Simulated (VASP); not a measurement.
The system is GdO.

```
Gd O
1.0
     0.00000    2.68188    2.68188
     2.68188    0.00000    2.68188
     2.68188    2.68188    0.00000
Gd O
1 1
Direct
  0.00000 0.00000 0.00000
  0.75000 0.75000 0.75000
```

Base run:

* Program: VASP 6.6.1
* Functional: PBE
* Potentials or basis: VASP PAW PBE potentials, release 64 (Gd, O)
* Cutoff: 520 eV
* k mesh: 9 × 9 × 9
* Occupations: fermi-dirac, width 0.05 eV
* Spin: collinear spin, ferromagnetic start
* Starting moments: [7.0, 0.0] μB

Its results: pressure 1.4 GPa; net moment 7.57 μB per cell; site moments Gd +6.88; O -0.02 μB.

**Question.** The run is repeated on the same cell with these changes: functional from PBE to LDA. What comes out?

**Answer.** Pressure -5.7 GPa; net moment 6.85 μB per cell; site moments Gd +6.64; O -0.05 μB.

LDA binds more tightly than PBE, so the same cell stands under less pressure.

Caveats: a cell with one magnetic atom can't hold antiferromagnetic order, which such compounds often take; the cell stands under tension (at least some runs); the PAW data sets were made with another functional, which shifts forces and pressure a little (at least some runs).
